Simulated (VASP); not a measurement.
Crystal: Sb.

```
CELL_PARAMETERS angstrom
3.33000 0.00000 0.00000
-1.66500 2.88386 0.00000
0.00000 0.00000 5.23000
ATOMIC_POSITIONS crystal
Sb 0.33333 0.66667 0.25000
Sb 0.66667 0.33333 0.75000
```

* Program: VASP 6.6.1
* Task: relaxation of cell and atoms
* Functional: PBEsol
* Potentials or basis: VASP PAW PBE potentials, release 64 (Sb)
* Cutoff: 600 eV
* k mesh: 16 × 16 × 9
* Occupations: methfessel-paxton, width 0.05 eV
* Spin: no spin polarisation

At the start: pressure 2.9 GPa; volume 25.11 Å³/atom.

Q: Where does the relaxation end?

A: Over 3 steps the energy falls by 8.4 meV/atom and the volume is 26.08 Å³/atom (+3.9 %); space group P6_3/mmc (No. 194, to 0.05 Å).

Step by step:
```tsv
step	energy change (eV)	largest force (eV/Å)	pressure (GPa)	volume (Å³)
1	0.0000	0.0000	2.88	50.23
2	-0.0088	0.0000	-1.75	53.58
3	-0.0168	0.0000	0.01	52.16
```

Final structure:
```
CELL_PARAMETERS angstrom
3.37262 0.00000 0.00000
-1.68631 2.92077 0.00000
0.00000 0.00000 5.29542
ATOMIC_POSITIONS crystal
Sb 0.33333 0.66667 0.25000
Sb 0.66667 0.33333 0.75000
```

Caveat: the PAW data sets were made with another functional, which shifts forces and pressure a little.
